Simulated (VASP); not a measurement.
## ZnS3: single point with PBE

The system is ZnS3.

```
Zn S
1.0
     4.07425    0.00000    0.00000
     0.00000    4.07425    0.00000
     0.00000    0.00000    4.07425
Zn S
1 3
Direct
  0.00000 0.00000 0.00000
  0.00000 0.50000 0.50000
  0.50000 0.00000 0.50000
  0.50000 0.50000 0.00000
```

```json
{
  "Program": "VASP 6.6.1",
  "Task": "single point",
  "Functional": "PBE",
  "Potentials or basis": "VASP PAW PBE potentials, release 64 (Zn, S)",
  "Cutoff": "520 eV",
  "k mesh": "4 × 4 × 4",
  "Occupations": "gaussian, width 0.1 eV",
  "Spin": "no spin polarisation",
  "Dipole correction": "no",
  "Further INCAR settings": "ALGO = Normal; EDIFF = 1e-06; NBANDS = 23"
}
```

- Pressure: -0.1 GPa
- Band gap on the k mesh: zero (band 15 reaches 7.21 eV, above the bottom of band 16 at 5.30 eV)

Levels at points of the mesh, in eV from the Fermi level:
| k point | band 13 | band 14 | band 15 | band 16 | band 17 | band 18 |
| --- | --- | --- | --- | --- | --- | --- |
| (0.00, 0.00, 0.00) | -1.12 | -1.12 | -1.12 | 0.82 | 0.82 | 0.82 |
| (0.50, 0.00, 0.00) | -3.10 | -2.12 | -2.11 | 0.48 | 0.48 | 2.79 |
| (0.50, 0.50, 0.00) | -2.73 | -2.30 | -2.30 | 1.24 | 1.39 | 1.52 |
| (0.50, 0.50, 0.50) | -2.78 | 1.40 | 1.40 | 1.40 | 1.40 | 1.40 |

Wall time 26 s on 1 thread of AMD EPYC 9R45, on a shared host, peak memory 0.14 GiB.

Caveat: the k points lie up to 0.39 Å⁻¹ apart.
